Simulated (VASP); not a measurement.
Write the native input for VASP 6.6.1 that does the following.

```
Task                   : single point
Functional             : PBE
Potentials or basis    : VASP PAW PBE potentials, release 64 (K_sv, Hf_pv, O)
Cutoff                 : 520 eV
k mesh                 : 6 × 6 × 6
Occupations            : gaussian, width 0.1 eV
Spin                   : no spin polarisation
Dipole correction      : no
Further INCAR settings : ALGO = Normal; EDIFF = 1e-06; NBANDS = 34
```

The structure of KHf3O2 lies in POSCAR:

```
KHf3O2
1.0
    2.4874509850      1.4361304958      7.8032963495
   -2.4874509850      1.4361304958      7.8032963495
    0.0000000000     -2.8722609916      7.8032963495
K Hf O
1 3 2
Direct
    0.5000000000      0.5000000000      0.5000000000
    0.0000000000      0.0000000000      0.0000000000
    0.2969001428      0.2969001428      0.2969001428
    0.7030998572      0.7030998572      0.7030998572
    0.7810939886      0.7810939886      0.7810939886
    0.2189060114      0.2189060114      0.2189060114
```

One way to write it, as run:

INCAR

```
SYSTEM = KHf3O2
PREC = Accurate
ENCUT = 520
EDIFF = 1E-6
ISMEAR = 0
SIGMA = 0.1
LREAL = .False.
LASPH = .True.
NELM = 80
ALGO = Normal
ISIF = 2
LWAVE = .False.
LCHARG = .False.
GGA = PE
NBANDS = 34
```

KPOINTS

```
regular mesh
0
Gamma
  6 6 6
  0 0 0
```

Potentials or basis: VASP PAW PBE potentials, release 64 (K_sv, Hf_pv, O).

Run with:

```console
$ cat potpaw_PBE.64/K_sv/POTCAR potpaw_PBE.64/Hf_pv/POTCAR potpaw_PBE.64/O/POTCAR > POTCAR
$ mpirun -np 1 vasp_std > vasp.out
```

It gave:

```
Pressure      : 0.0 GPa
Largest force : 0.068 eV/Å
```

Caveat: an odd number of electrons without spin polarisation forces a metal; a magnetic or distorted state may lie lower.

It took 8.5 min on 1 thread of Intel(R) Xeon(R) 6975P-C (Granite Rapids), on a shared host, peak memory 0.65 GiB.
